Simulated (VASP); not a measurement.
Set up this calculation in VASP 6.6.1, as the native input.

* Task: single point
* Functional: PBE
* Potentials or basis: VASP PAW PBE potentials, release 64 (Ta_pv, N)
* Cutoff: 520 eV
* k mesh: 5 × 5 × 8
* Occupations: methfessel-paxton, width 0.5 eV
* Spin: no spin polarisation
* Dipole correction: no
* Further INCAR settings: ALGO = Normal; EDIFF = 1e-06; NBANDS = 33

The structure of TaN lies in POSCAR:

```
TaN
1.0
    5.1910000000      0.0000000000      0.0000000000
   -2.5955000000      4.4955380000      0.0000000000
    0.0000000000      0.0000000000      2.9080000000
Ta N
3 3
Direct
    0.0000000000      0.0000000000      0.0000000000
    0.3333333333      0.6666666667      0.5000000000
    0.6666666667      0.3333333333      0.5000000000
    0.5000000000      0.0000000000      0.0000000000
    0.5000000000      0.5000000000      0.0000000000
    0.0000000000      0.5000000000      0.0000000000
```

These files were run (other wordings do the same):

INCAR

```
SYSTEM = TaN
ALGO = Normal
EDIFF = 1E-6
ENCUT = 520
GGA = PE
ISIF = 2
ISMEAR = 1
LASPH = .True.
LCHARG = .False.
LREAL = .False.
LWAVE = .False.
NBANDS = 33
NELM = 100
PREC = Accurate
SIGMA = 0.5
```

KPOINTS

```
k-points
0
Gamma
  5 5 8
  0 0 0
```

Potentials or basis: VASP PAW PBE potentials, release 64 (Ta_pv, N).

Command:

```bash
$ cat potpaw_PBE.64/Ta_pv/POTCAR potpaw_PBE.64/N/POTCAR > POTCAR
$ mpirun -np 1 vasp_std > vasp.out
```

It gave:

* Pressure: 10.3 GPa
* Band gap on the k mesh: zero (band 24 reaches 9.09 eV, above the bottom of band 25 at 6.96 eV)

Caveat: spin-orbit coupling is left out, which moves the levels of the heavy elements.

Run time: 77 s on 1 thread of Intel Xeon 8259CL (shared host), peak memory 0.21 GiB.
